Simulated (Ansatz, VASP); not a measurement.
# MoSe in VASP and in Ansatz

```xyz
2
Lattice="0.0000 2.6102 2.6102 2.6102 0.0000 2.6102 2.6102 2.6102 0.0000" Properties=species:S:1:pos:R:3 pbc="T T T"
Mo    0.0000    0.0000    0.0000
Se    2.6102    2.6102    2.6102
```

Alike in both runs: functional PBE; k mesh 14 × 14 × 14; occupations gaussian, width 0.1 eV; collinear spin.

Ansatz relaxed the structure, and its values are those at the end. VASP's run is a single point on that final structure, the one shown.

|  | VASP | Ansatz |
| --- | --- | --- |
| version | VASP 6.6.1 | Ansatz 0.2.0 |
| potentials or method | VASP PAW PBE potentials, release 64 (Mo_sv, Se), cutoff 520 eV | scalar-relativistic, plane waves, PAW |
| valence electrons in the cell | 20 | 30 |

VASP gave:

* gap on the k mesh at the Fermi level (eV): none
* pressure (GPa): 0.2
* net moment per atom (μB): 0.01

Q: Which values does Ansatz return?

A: gap on the k mesh at the Fermi level (eV): none; pressure (GPa): 0.0; net moment per atom (μB): 0.00.

A gap of «none» marks a metal or a gap that the smearing closes. With one functional, cell and mesh, what is left measures potentials, basis and numerics. VASP's potentials hold 20 valence electrons a cell and Ansatz's 30, so a difference there can come from the potentials and not from the codes. Ansatz's warnings: seeded moment not kept.
